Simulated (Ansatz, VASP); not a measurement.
## Ag: VASP beside Ansatz

```
Ag
1.0
     2.93339    0.00000    0.00000
     0.00000    4.14844    0.00000
     0.00000    0.00000   21.86680
Ag
5
Direct
  0.00000 0.00000 0.36585
  0.50000 0.50000 0.43293
  0.00000 0.00000 0.50000
  0.50000 0.50000 0.56707
  0.00000 0.00000 0.63415
```

Alike in both runs: task single point; functional PBE; k mesh 14 × 10 × 1; occupations fermi-dirac, width 0.08 eV; no spin polarisation.

```csv
,VASP,Ansatz
version,VASP 6.6.1,Ansatz 0.2.0
potentials or method,"VASP PAW PBE potentials, release 64 (Ag)","PAW with Ansatz's default frozen-core files, scalar-relativistic"
plane-wave cutoff (eV),520,420
valence electrons in the cell,55,95
```

```csv
,VASP,Ansatz,Ansatz less VASP
rms of the force components (eV/Å),0.133,0.133,-0.0001
```

Atom by atom the forces differ by 0.002 eV/Å (rms over components). VASP's potentials hold 55 valence electrons a cell and Ansatz's 95, so a difference there can come from the potentials and not from the codes.
